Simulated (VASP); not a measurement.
# Si2Mo (P6_222) in VASP: single point with PBEsol

Aim: the single point of Si2Mo with PBEsol.

Everything below comes from runs of VASP 6.6.1. Logs are shortened: lines on timing, memory, paths and dates and some standing lists are left out, and cuts for length are marked.

## (1) The cell of the first run

It takes space group P6_222 (No. 180, hexagonal). Conventional cell: a = 4.575 Å, b = 4.575 Å, c = 6.567 Å, α = 90.00°, β = 90.00°, γ = 120.00°. Si (site symmetry 2) has 9 Si at 2.55 to 3.19 Å and 5 Mo at 2.56 to 2.66 Å within 3.4 Å. Within 3.4 Å of Mo (site symmetry 222) lie 10 Si at 2.56 to 2.66 Å and 4 Mo at 3.17 Å.

## (2) Single point, PBEsol

File INCAR:

```
PREC = Accurate
ENCUT = 520
EDIFF = 1E-7
ISMEAR = 0
SIGMA = 0.01
LREAL = False
LASPH = True
NELM = 100
ALGO = Normal
ISIF = 2
LWAVE = False
LCHARG = False
GGA = PS
NBANDS = 43
```

File KPOINTS:

```
regular mesh
0
Gamma
  15 15 8
```

File POSCAR:

```
Si2Mo
1.0
    4.5747399447      0.0000000000      0.0000000000
   -2.2873699723      3.9618410078      0.0000000000
    0.0000000000      0.0000000000      6.5669195758
Si Mo
6 3
Direct
    0.1641667986      0.8358332014      0.8333333333
    0.3283335973      0.1641667986      0.1666666667
    0.8358332014      0.6716664027      0.5000000000
    0.8358332014      0.1641667986      0.8333333333
    0.6716664027      0.8358332014      0.1666666667
    0.1641667986      0.3283335973      0.5000000000
    0.5000000000      0.0000000000      0.5000000000
    0.0000000000      0.5000000000      0.1666666667
    0.5000000000      0.5000000000      0.8333333333
```

Potentials or basis: VASP PAW PBE potentials, release 64 (Si, Mo_sv).

Started as:

```sh
$ cat potpaw_PBE.64/Si/POTCAR potpaw_PBE.64/Mo_sv/POTCAR > POTCAR
$ mpirun -np 1 vasp_std > vasp.out
```

OUTCAR:

```text
PREC = Accurate
   ENCUT = 520
   EDIFF = 1E-7
   ISMEAR = 0
   LREAL = False
   LASPH = True
   NELM = 100
   ISIF = 2
   GGA = PS

 ion  position               nearest neighbor table
   1  0.164  0.836  0.833-   3 2.55   2 2.55   7 2.56   8 2.56   4 2.60   9 2.63   9 2.63   9 2.66
                             4 2.66   4 2.66   6 3.14   5 3.14
   2  0.328  0.164  0.167-   6 2.55   1 2.55   7 2.56   9 2.56   5 2.60   8 2.63   8 2.63   8 2.66
                             5 2.66   5 2.66   3 3.14   4 3.14
   3  0.836  0.672  0.500-   1 2.55   5 2.55   8 2.56   9 2.56   6 2.60   7 2.63   7 2.63   7 2.66
                             6 2.66   6 2.66   4 3.14   2 3.14
   4  0.836  0.164  0.833-   6 2.55   5 2.55   7 2.56   8 2.56   1 2.60   9 2.63   9 2.63   9 2.66
                             1 2.66   1 2.66   3 3.14   2 3.14
   5  0.672  0.836  0.167-   3 2.55   4 2.55   7 2.56   9 2.56   2 2.60   8 2.63   8 2.63   8 2.66
                             2 2.66   2 2.66   6 3.14   1 3.14
   6  0.164  0.328  0.500-   4 2.55   2 2.55   8 2.56   9 2.56   3 2.60   7 2.63   7 2.63   7 2.66
                             3 2.66   3 2.66   1 3.14   5 3.14
   7  0.500  0.000  0.500-   2 2.56   5 2.56   4 2.56   1 2.56   6 2.63   3 2.63   6 2.63   3 2.63
                             6 2.66   3 2.66   9 3.17   9 3.17   8 3.17   8 3.17
   8  0.000  0.500  0.167-   3 2.56   6 2.56   4 2.56   1 2.56   2 2.63   5 2.63   2 2.63   5 2.63
                             5 2.66   2 2.66   7 3.17   7 3.17   9 3.17   9 3.17
   9  0.500  0.500  0.833-   3 2.56   6 2.56   5 2.56   2 2.56   4 2.63   1 2.63   1 2.63   4 2.63
                             1 2.66   4 2.66   7 3.17   7 3.17   8 3.17   8 3.17

  LATTYP: Found a hexagonal cell.
 ALAT       =     4.5747399447
 C/A-ratio  =     1.4354738532

  Lattice vectors:

 A1 = (   4.5747399447,   0.0000000000,   0.0000000000)
 A2 = (  -2.2873699723,   3.9618410078,   0.0000000000)
 A3 = (   0.0000000000,   0.0000000000,   6.5669195758)

Analysis of symmetry for initial positions (statically):
=====================================================================
 Subroutine PRICEL returns:
 Original cell was already a primitive cell.

 Routine SETGRP: Setting up the symmetry group for a
 hexagonal supercell.

 Subroutine GETGRP returns: Found 12 space group operations
 (whereof  4 operations were pure point group operations)
 out of a pool of 24 trial point group operations.

The static configuration has the point symmetry D_2 .
 The point group associated with its full space group is D_6 .

Analysis of symmetry for dynamics (positions and initial velocities):
=====================================================================
 Subroutine PRICEL returns:
 Original cell was already a primitive cell.

[... 135 lines left out ...]
   EMIN   =  10.00;   EMAX   =-10.00  energy-range for DOS
   EFERMI =   0.00;   METHOD = LEGACY
   ISMEAR =     0;   SIGMA  =   0.01  broadening in eV -4-tet -1-fermi 0-gaus
   EFERMI_NEDOS =   21; number of points for ismear=-14 and -15
   IALGO  =     38    algorithm
   IMIX   =      4    mixing-type and parameters
     AMIX     =   0.40;   BMIX     =  1.00
     AMIX_MAG =   1.60;   BMIX_MAG =  1.00
  volume/ion in A,a.u.               =      13.22        89.24
  Fermi-wavevector in a.u.,A,eV,Ry     =   1.344976  2.541635 24.612389  1.808960
  Thomas-Fermi vector in A             =   2.472926
   LORBIT       =      0    0 simple, 1 ext, 2 COOP (PROOUT), +10 PAW based schemes
   GGA     = PS    functional components
   LHFCALC =     F    Hartree Fock is set to
   AEXX    =    0.0000 exact exchange contribution
   IVDW    =     0    specifies the selected vdW correction
   LEPSILON=     F    determine dielectric tensor
   LRPA    =     F    only Hartree local field effects (RPA)
 non-spin polarized calculation
 Gauss-broadening in eV      SIGMA  =   0.01
  energy-cutoff  :      520.00
  volume of cell :      119.02
 maximum number of plane-waves:      3252
 NGX is ok and might be reduce to    36
   NGX = 17   NGY = 17   NGZ = 25

 number of electron      65.9999995 magnetization

 Free energy of the ion-electron system (eV)
  ---------------------------------------------------
  ext. energy  EPLUGINS =         0.00000000
  ---------------------------------------------------
  free energy    TOTEN  =       -74.98781896 eV

  energy without entropy =      -74.98781896  energy(sigma->0) =      -74.98781896

 E-fermi :  12.9553     XC(G=0): -12.5748

 val. band max:       12.9128296396   @ k =   0.4667  -0.0000   0.5000
 cond. band min:      12.9960106403   @ k =   0.4667  -0.0000   0.0000
 fundamental gap:      0.0831810007
 Fermi energy:        12.9553176751

 k-point     1 :       0.0000    0.0000    0.0000
  band No.  band energies     occupation
      1     -48.1081      2.00000
      2     -48.0764      2.00000
      3     -48.0764      2.00000
      4     -22.3904      2.00000
      5     -22.3869      2.00000
      6     -22.3869      2.00000
[... 1093 lines left out ...]
     42      16.0650      0.00000
     43      16.4301      0.00000

 [... further k-points ...]

------------------------ aborting loop because EDIFF is reached ----------------------------------------

  FORCE on cell =-STRESS in cart. coord.  units (eV):
  Direction    XX          YY          ZZ          XY          YZ          ZX
  --------------------------------------------------------------------------------------
  -------------------------------------------------------------------------------------
  Total        0.2409346      0.2409346      0.2788913      0.0000000      0.0000000      0.0000000
  in kB        3.2432812      3.2432812      3.7542261      0.0000000      0.0000000      0.0000000
  external PRESSURE =       3.4135962 kB  Pullay stress =       0.0000000 kB

 VOLUME and BASIS-vectors are now :
 -----------------------------------------------------------------------------
  energy-cutoff  :      520.00
  volume of cell :      119.02
      direct lattice vectors                 reciprocal lattice vectors
     4.574739945  0.000000000  0.000000000     0.218591660  0.126203954  0.000000000
    -2.287369972  3.961841008  0.000000000     0.000000000  0.252407908  0.000000000
     0.000000000  0.000000000  6.566919576     0.000000000  0.000000000  0.152278399

 POSITION                                       TOTAL-FORCE (eV/Angst)
 -----------------------------------------------------------------------------------
     -1.16084      3.31144      5.47243        -0.001312      0.000758     -0.000000
      1.12653      0.65040      1.09449        -0.001312     -0.000758     -0.000000
      2.28737      2.66104      3.28346         0.000000      0.001515     -0.000000
      3.44821      0.65040      5.47243         0.001312     -0.000758     -0.000000
      1.16084      3.31144      1.09449         0.001312      0.000758     -0.000000
     -0.00000      1.30081      3.28346        -0.000000     -0.001515     -0.000000
      2.28737      0.00000      3.28346         0.000000      0.000000     -0.000000
     -1.14368      1.98092      1.09449         0.000000      0.000000      0.000000
      1.14368      1.98092      5.47243         0.000000      0.000000      0.000000
 -----------------------------------------------------------------------------------
    total drift:                               -0.000000     -0.000000      0.000001

  FREE ENERGIE OF THE ION-ELECTRON SYSTEM (eV)
  ---------------------------------------------------
  free  energy   TOTEN  =       -74.9878189596 eV

  energy  without entropy=      -74.9878189596  energy(sigma->0) =      -74.98781896
```

OSZICAR:

```text
N       E                     dE             d eps       ncg     rms          rms(c)
DAV:   1     0.539054511105E+03    0.53905E+03   -0.36463E+04 12378   0.148E+03
DAV:   2    -0.519792677963E+02   -0.59103E+03   -0.57091E+03 13165   0.398E+02
DAV:   3    -0.772160733488E+02   -0.25237E+02   -0.24703E+02 15073   0.718E+01
DAV:   4    -0.776584198680E+02   -0.44235E+00   -0.43940E+00 14220   0.886E+00
DAV:   5    -0.776656490021E+02   -0.72291E-02   -0.72152E-02 14338   0.116E+00    0.400E+01
DAV:   6    -0.754658247538E+02    0.21998E+01   -0.16459E+01 13585   0.189E+01    0.908E+00
DAV:   7    -0.751217530887E+02    0.34407E+00   -0.28204E+00 13423   0.745E+00    0.850E+00
DAV:   8    -0.749895516795E+02    0.13220E+00   -0.39507E-01 13657   0.331E+00    0.777E-01
DAV:   9    -0.749885169434E+02    0.10347E-02   -0.20834E-02 15376   0.552E-01    0.416E-01
DAV:  10    -0.749880324766E+02    0.48447E-03   -0.49025E-03 13627   0.399E-01    0.176E-01
DAV:  11    -0.749878216834E+02    0.21079E-03   -0.10987E-03 13581   0.171E-01    0.280E-02
DAV:  12    -0.749878199141E+02    0.17693E-05   -0.41173E-05 14061   0.305E-02    0.159E-02
DAV:  13    -0.749878190203E+02    0.89386E-06   -0.24741E-06 12734   0.694E-03    0.225E-03
DAV:  14    -0.749878189596E+02    0.60620E-07   -0.83099E-08  8589   0.143E-03
   1 F= -.74987819E+02 E0= -.74987819E+02  d E =-.148171E-11
```

Wall time 4.7 min (1 thread of Intel Xeon 6975P-C (Granite Rapids), shared host); peak memory 0.6 GiB.

Results:

- Free energy: -74.9878 eV
- Pressure: 0.3 GPa
- Band gap on the k mesh: 0.08 eV (least direct gap 0.55 eV)

Caveat: the PAW data sets were made with another functional, which shifts forces and pressure a little. A k mesh can miss the band edges.
